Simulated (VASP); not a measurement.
# CrB2 (P6/mmm) in VASP: single point with LDA

Aim: the single point of CrB2 with LDA.

All numbers are computed with VASP 6.6.1; they aren't measurements. Logs are shortened: lines on timing, memory, paths and dates and some standing lists are left out, and cuts for length are marked.

### 1 The cell of the first run

It takes space group P6/mmm (No. 191, hexagonal). Conventional cell: a = 2.969 Å, b = 2.969 Å, c = 2.874 Å, α = 90.00°, β = 90.00°, γ = 120.00°. Within 3.0 Å of Cr (site symmetry 6/mmm) lie 12 B at 2.24 Å and 8 Cr at 2.87 to 2.97 Å. B (site symmetry -6m2) has 3 B at 1.71 Å and 6 Cr at 2.24 Å within 2.3 Å.

### 2 Single point, LDA, collinear spin, antiferromagnetic start (7.31 Å³/atom)

The input, INCAR:

```
  ALGO = Normal
  EDIFF = 1E-6
  ENCUT = 520
  GGA = CA
  ISIF = 2
  ISMEAR = 0
  ISPIN = 2
  LASPH = T
  LCHARG = T
  LELF = T
  LMAXMIX = 4
  LORBIT = 11
  LREAL = F
  LVHAR = T
  LWAVE = F
  MAGMOM = 0.64 -0.64 0 0 0 0
  NBANDS = 31
  NELM = 150
  PREC = Accurate
  SIGMA = 0.05
```

The input, KPOINTS:

```
k-points
0
Gamma
  16 16 8
```

The input, POSCAR:

```
CrB2
1.0
    2.9690386911      0.0000000000      0.0000000000
   -1.4845193455      2.5712629313      0.0000000000
    0.0000000000      0.0000000000      5.7489421368
Cr B
2 4
Direct
    0.0000000000      0.0000000000      0.0000000000
    0.0000000000      0.0000000000      0.5000000000
    0.3333333333      0.6666666667      0.2499984509
    0.6666666667      0.3333333333      0.2499984509
    0.3333333333      0.6666666667      0.7500015491
    0.6666666667      0.3333333333      0.7500015491
```

Potentials or basis: VASP PAW LDA potentials, release 64 (Cr_pv, B).

On the command line:

```console
cat potpaw_LDA.64/Cr_pv/POTCAR potpaw_LDA.64/B/POTCAR > POTCAR
mpirun -np 1 vasp_std > vasp.out
```

OUTCAR:

```text
EDIFF = 1E-6
   ENCUT = 520
   GGA = CA
   ISIF = 2
   ISMEAR = 0
   ISPIN = 2
   LASPH = T
   LORBIT = 11
   LREAL = F
   NELM = 150
   PREC = Accurate

 ion  position               nearest neighbor table
   1  0.000  0.000  0.000-   3 2.24   4 2.24   5 2.24   6 2.24   3 2.24   5 2.24   4 2.24   6 2.24
                             4 2.24   6 2.24   3 2.24   5 2.24   2 2.87   2 2.87
   2  0.000  0.000  0.500-   3 2.24   4 2.24   5 2.24   6 2.24   3 2.24   5 2.24   4 2.24   6 2.24
                             4 2.24   6 2.24   3 2.24   5 2.24   1 2.87   1 2.87
   3  0.333  0.667  0.250-   4 1.71   4 1.71   4 1.71   1 2.24   1 2.24   1 2.24   2 2.24   2 2.24
                             2 2.24
   4  0.667  0.333  0.250-   3 1.71   3 1.71   3 1.71   1 2.24   1 2.24   1 2.24   2 2.24   2 2.24
                             2 2.24
   5  0.333  0.667  0.750-   6 1.71   6 1.71   6 1.71   1 2.24   1 2.24   1 2.24   2 2.24   2 2.24
                             2 2.24
   6  0.667  0.333  0.750-   5 1.71   5 1.71   5 1.71   1 2.24   1 2.24   1 2.24   2 2.24   2 2.24
                             2 2.24
[... 7 lines left out ...]
 A1 = (   2.9690386911,   0.0000000000,   0.0000000000)
 A2 = (  -1.4845193455,   2.5712629313,   0.0000000000)
 A3 = (   0.0000000000,   0.0000000000,   5.7489421368)

Analysis of symmetry for initial positions (statically):
=====================================================================
 Subroutine PRICEL returns following result:

  LATTYP: Found a hexagonal cell.
 ALAT       =     2.9690386911
 C/A-ratio  =     0.9681487402
[... 12 lines left out ...]
 Subroutine GETGRP returns: Found 24 space group operations
 (whereof 24 operations were pure point group operations)
 out of a pool of 24 trial point group operations.

The static configuration has the point symmetry D_6h.

Analysis of symmetry for dynamics (positions and initial velocities):
=====================================================================
 Subroutine PRICEL returns following result:

  LATTYP: Found a hexagonal cell.
 ALAT       =     2.9690386911
 C/A-ratio  =     0.9681487402
[... 12 lines left out ...]
 Subroutine GETGRP returns: Found 24 space group operations
 (whereof 24 operations were pure point group operations)
 out of a pool of 24 trial point group operations.

The dynamic configuration has the point symmetry D_6h.

Analysis of structural, dynamic, and magnetic symmetry:
=====================================================================
 Subroutine PRICEL returns following result:

  LATTYP: Found a hexagonal cell.
 ALAT       =     2.9690386911
 C/A-ratio  =     0.9681487402
[... 12 lines left out ...]
 Subroutine GETGRP returns: Found 24 space group operations
 (whereof 24 operations were pure point group operations)
 out of a pool of 24 trial point group operations.

The overall configuration has the point symmetry D_6h.

 Subroutine INISYM returns: Found 24 space group operations
 (whereof 24 operations are pure point group operations),
 and found     2 'primitive' translations

----------------------------------------------------------------------------------------

                                     Primitive cell

  volume of cell :      21.9442

  direct lattice vectors                    reciprocal lattice vectors
     2.969038691  0.000000000  0.000000000     0.336809353  0.194456971  0.000000000
    -1.484519346  2.571262931  0.000000000     0.000000000  0.388913941  0.000000000
     0.000000000  0.000000000  2.874471068     0.000000000  0.000000000  0.347890090

  length of vectors
     2.969038691  2.969038691  2.874471068     0.388913941  0.388913941  0.347890090

  position of ions in fractional coordinates (direct lattice)
     0.000000000  0.000000000  0.000000000
     0.333333333  0.666666667  0.499996902
     0.666666667  0.333333333  0.499996902

  ion indices of the primitive-cell ions
   primitive index   ion index
                 1           1
                 2           3
                 3           4

----------------------------------------------------------------------------------------

 KPOINTS: k-points

Automatic generation of k-mesh.
 Grid dimensions read from file:
 generate k-points for:   16   16    8

 Generating k-lattice:

  Cartesian coordinates                     Fractional coordinates (reciprocal lattice)
[... 45 lines left out ...]
   dimension x,y,z NGX =    24 NGY =   24 NGZ =   48
   dimension x,y,z NGXF=    48 NGYF=   48 NGZF=   96
   ions per type =               2   4
   NGX,Y,Z   is equivalent  to a cutoff of  13.44, 13.44, 13.88 a.u.
   NGXF,Y,Z  is equivalent  to a cutoff of  26.88, 26.88, 27.76 a.u.
 SYSTEM =  unknown system
   PREC   = accura    normal or accurate (medium, high low for compatibility)
   ISTART =      0    job   : 0-new  1-cont  2-samecut
   ICHARG =      2    charge: 1-file 2-atom 10-const
   ISPIN  =      2    spin polarized calculation?
   LNONCOLLINEAR =      F non collinear calculations
   LSORBIT =      F    spin-orbit coupling
   LASPH  =      T    aspherical Exc in radial PAW
   ENCUT  =  520.0 eV  38.22 Ry    6.18 a.u.   5.52  5.52 10.69*2*pi/ulx,y,z
   NELM   =    150;   NELMIN=  2; NELMDL= -5     # of ELM steps
   EDIFF  = 0.1E-05   stopping-criterion for ELM
   LREAL  =      F    real-space projection
   EDIFFG = 0.1E-04   stopping-criterion for IOM
   NSW    =      0    number of steps for IOM
   IBRION =     -1    ionic relax: 0-MD 1-quasi-New 2-CG
   NFREE  =      0    steps in history (QN), initial steepest desc. (CG)
   ISIF   =      2    stress and relaxation
   ISYM   =      2    0-nonsym 1-usesym 2-fastsym
   POTIM  = 0.5000    time-step for ionic-motion
   TEBEG  =    0.0;   TEEND  =   0.0 temperature during run
   PSTRESS=    0.0 pullay stress
   NELECT =      36.0000    total number of electrons
   NUPDOWN=      -1.0000    fix difference up-down
   EMIN   =  10.00;   EMAX   =-10.00  energy-range for DOS
   EFERMI =   0.00;   METHOD = LEGACY
   ISMEAR =     0;   SIGMA  =   0.05  broadening in eV -4-tet -1-fermi 0-gaus
   EFERMI_NEDOS =   21; number of points for ismear=-14 and -15
   IALGO  =     38    algorithm
   IMIX   =      4    mixing-type and parameters
     AMIX     =   0.40;   BMIX     =  1.00
     AMIX_MAG =   1.60;   BMIX_MAG =  1.00
  volume/ion in A,a.u.               =       7.31        49.36
  Fermi-wavevector in a.u.,A,eV,Ry     =   1.532471  2.895950 31.952834  2.348467
  Thomas-Fermi vector in A             =   2.639672
   LORBIT       =     11    0 simple, 1 ext, 2 COOP (PROOUT), +10 PAW based schemes
   GGA     = CA    functional components
   LHFCALC =     F    Hartree Fock is set to
   AEXX    =    0.0000 exact exchange contribution
   IVDW    =     0    specifies the selected vdW correction
   LEPSILON=     F    determine dielectric tensor
   LRPA    =     F    only Hartree local field effects (RPA)
 spin polarized calculation
 Gauss-broadening in eV      SIGMA  =   0.05
  energy-cutoff  :      520.00
  volume of cell :       43.89
 maximum number of plane-waves:      1209
 NGX is ok and might be reduce to    24
   NGX = 11   NGY = 11   NGZ = 21

 number of electron      36.0000000 magnetization      -0.0000000

 number of electron      35.9999987 magnetization       0.0000000

 Free energy of the ion-electron system (eV)
  ---------------------------------------------------
  ext. energy  EPLUGINS =         0.00000000
  ---------------------------------------------------
  free energy    TOTEN  =       -53.39847845 eV

  energy without entropy =      -53.39207481  energy(sigma->0) =      -53.39527663

 E-fermi :  11.5038     XC(G=0): -13.7500

 val. band max:       11.5023298904   @ k =   0.3125   0.3125   0.2500
 cond. band min:      11.5084888548   @ k =   0.4375   0.0625   0.0000
 fundamental gap:      0.0061589644
 Fermi energy:        11.5037855686

 spin component 1

 k-point     1 :       0.0000    0.0000    0.0000
  band No.  band energies     occupation
      1     -32.2223      1.00000
      2     -31.9341      1.00000
      3     -31.8511      1.00000
      4     -31.8511      1.00000
      5     -31.6285      1.00000
      6     -31.6285      1.00000
[... 781 lines left out ...]
     29      19.4848      0.00000
     30      19.5522      0.00000

 [... further k-points ...]

 spin component 2

 k-point     1 :       0.0000    0.0000    0.0000
  band No.  band energies     occupation
      1     -32.2215      1.00000
      2     -31.9348      1.00000
      3     -31.8500      1.00000
      4     -31.8500      1.00000
      5     -31.6296      1.00000
      6     -31.6296      1.00000
[... 781 lines left out ...]
     29      19.4848      0.00000
     30      19.5522      0.00000

 [... further k-points ...]

 [bands above 30 left out]

------------------------ aborting loop because EDIFF is reached ----------------------------------------

  FORCE on cell =-STRESS in cart. coord.  units (eV):
  Direction    XX          YY          ZZ          XY          YZ          ZX
  --------------------------------------------------------------------------------------
  -------------------------------------------------------------------------------------
  Total       -1.8641136     -1.8641136     -1.5830413     -0.0000000      0.0000000      0.0000000
  in kB      -68.0507132    -68.0507132    -57.7899808     -0.0000000      0.0000000      0.0000000
  external PRESSURE =     -64.6304690 kB  Pullay stress =       0.0000000 kB

 VOLUME and BASIS-vectors are now :
 -----------------------------------------------------------------------------
  energy-cutoff  :      520.00
  volume of cell :       43.89
      direct lattice vectors                 reciprocal lattice vectors
     2.969038691  0.000000000  0.000000000     0.336809353  0.194456971  0.000000000
    -1.484519346  2.571262931  0.000000000     0.000000000  0.388913941  0.000000000
     0.000000000  0.000000000  5.748942137     0.000000000  0.000000000  0.173945045

 POSITION                                       TOTAL-FORCE (eV/Angst)
 -----------------------------------------------------------------------------------
      0.00000      0.00000      0.00000        -0.000000     -0.000000     -0.000000
      0.00000      0.00000      2.87447        -0.000000     -0.000000      0.000000
     -0.00000      1.71418      1.43723        -0.000000     -0.000000     -0.000000
      1.48452      0.85709      1.43723         0.000000      0.000000     -0.000000
     -0.00000      1.71418      4.31172        -0.000000     -0.000000     -0.000000
      1.48452      0.85709      4.31172         0.000000      0.000000     -0.000000
 -----------------------------------------------------------------------------------
    total drift:                               -0.000000      0.000000      0.000000

  FREE ENERGIE OF THE ION-ELECTRON SYSTEM (eV)
  ---------------------------------------------------
  free  energy   TOTEN  =       -53.3984784463 eV

  energy  without entropy=      -53.3920748068  energy(sigma->0) =      -53.39527663

 total charge

# of ion       s       p       d       tot
------------------------------------------
    1        0.292   6.399   4.499  11.191
    2        0.292   6.399   4.499  11.191
    3        0.685   1.379   0.000   2.064
    4        0.685   1.379   0.000   2.064
    5        0.685   1.379   0.000   2.064
    6        0.685   1.379   0.000   2.064
--------------------------------------------------
tot          3.323  18.315   8.999  30.636

 magnetization (x)

# of ion       s       p       d       tot
------------------------------------------
    1        0.002   0.001   0.226   0.229
    2       -0.002  -0.001  -0.226  -0.229
    3        0.000   0.000   0.000   0.000
    4        0.000   0.000   0.000   0.000
    5        0.000   0.000   0.000   0.000
    6        0.000   0.000   0.000   0.000
--------------------------------------------------
tot          0.000   0.000  -0.000  -0.000
```

Run time: 7.7 min. Hardware: 1 thread of Intel Xeon Platinum 8488C (Sapphire Rapids), shared host; peak memory 0.37 GiB.

Results:

```yaml
Free_energy: -53.3985 eV
Pressure: -6.5 GPa
Band_gap_on_the_k_mesh: zero (filled and empty bands overlap)
Net_moment: 0.00 μB per cell
Site_moments: Cr +0.23, -0.23; B +0.00 μB
Valence_electrons_inside_the_program's_atomic_spheres: Cr 11.19; B 2.06
```

Levels at points of the mesh, in eV from the Fermi level:
Spin up:
```
           k point  band 15  band 16  band 17  band 18  band 19  band 20  band 21  band 22
(0.00, 0.00, 0.00)    -2.19    -1.63    -1.63    -1.47    -1.47    -0.39    -0.39     0.34
(0.50, 0.00, 0.00)    -4.05    -3.97    -0.75     0.03     0.35     0.41     0.66     2.79
(0.00, 0.00, 0.50)    -1.80    -1.80    -1.67    -1.67    -0.84    -0.67     1.17     1.17
(0.50, 0.00, 0.50)    -4.26    -4.16     0.06     0.09     0.25     0.29     0.97     1.09
```
Spin down:
```tsv
k point	band 15	band 16	band 17	band 18	band 19	band 20	band 21	band 22
(0.00, 0.00, 0.00)	-2.19	-1.63	-1.63	-1.47	-1.47	-0.39	-0.39	0.34
(0.50, 0.00, 0.00)	-4.05	-3.97	-0.75	0.03	0.35	0.41	0.65	2.79
(0.00, 0.00, 0.50)	-1.80	-1.80	-1.67	-1.67	-0.84	-0.67	1.17	1.17
(0.50, 0.00, 0.50)	-4.26	-4.16	0.06	0.09	0.25	0.29	0.97	1.09
```

Caveat: the cell stands under tension.
